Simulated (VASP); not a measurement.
Write the native input for VASP 6.6.1 that does the following.

```yaml
Task: molecular dynamics
Functional: PBE
Potentials_or_basis: VASP PAW PBE potentials, release 64 (Si, O, Al, N)
Cutoff: 440 eV
k_mesh: 1 × 1 × 1, shifted
Occupations: fermi-dirac, width 0.1379 eV
Spin: no spin polarisation
Dipole_correction: no
Mended: yes
Further_INCAR_settings: PREC = Normal; ALGO = Normal; EDIFF = 1e-05; NBANDS = 49; ISYM = -1; MAXMIX = 40; IBRION = 0; POTIM = 2.0; NSW = 40
```

The structure of AlSi4NO8 lies in POSCAR:

```
AlSi4NO8
1.0
    5.7572110000     -0.1084800000      0.0355500000
   -0.1084800000      5.9047110000     -0.0767980000
    0.0355500000     -0.0767980000      5.9747940000
Si O Al N
4 8 1 1
Direct
    0.2125391775      0.4051610078      0.4439735491
    0.5910601472      0.3689748395      0.1057344768
    0.1395352671      0.0573079442      0.1279743150
    0.3035139318      0.7197451228      0.8079837236
    0.1967504543      0.8329134263      0.0390093054
    0.5721017939      0.5204527120      0.8715211539
    0.9282012792      0.5873567492      0.2804699677
    0.3768108603      0.1774409428      0.0079906812
    0.1273697959      0.1310054490      0.3991304518
    0.8121457451      0.2069291964      0.0479842731
    0.4606599731      0.8833454445      0.6168582443
    0.1338090308      0.5958993851      0.6271943976
    0.6428765371      0.6799258797      0.4458277445
    0.4240010370      0.4782752050      0.2933988563
```

These files were run (other wordings do the same):

INCAR

```
PREC = Normal ; ENCUT = 440
EDIFF = 1E-5 ; ISMEAR = -1
SIGMA = 0.1379 ; LREAL = False
LASPH = True ; NELM = 120
ALGO = Normal ; ISIF = 2
LWAVE = False ; LCHARG = True
GGA = PE ; NBANDS = 49
ISYM = -1 ; IBRION = 0
NSW = 40 ; POTIM = 2.0
TEBEG = 1600.0 ; TEEND = 1600.0
NELMIN = 4 ; RANDOM_SEED = 70097 0 0
MDALGO = 3 ; LANGEVIN_GAMMA = 30 30 30 30
GGA_COMPAT = False ; MAXMIX = 40
```

KPOINTS

```
explicit points
1
Reciprocal
  0.25000000   0.25000000   0.25000000 1
```

Potentials or basis: VASP PAW PBE potentials, release 64 (Si, O, Al, N).

Launch:

```sh
$ cat potpaw_PBE.64/Si/POTCAR potpaw_PBE.64/O/POTCAR potpaw_PBE.64/Al/POTCAR potpaw_PBE.64/N/POTCAR > POTCAR
$ mpirun -np 1 vasp_std > vasp.out
```

Wall time 2.5 min on 1 thread of Intel(R) Xeon(R) 6975P-C (Granite Rapids), with other jobs on the host, peak memory 0.21 GiB.
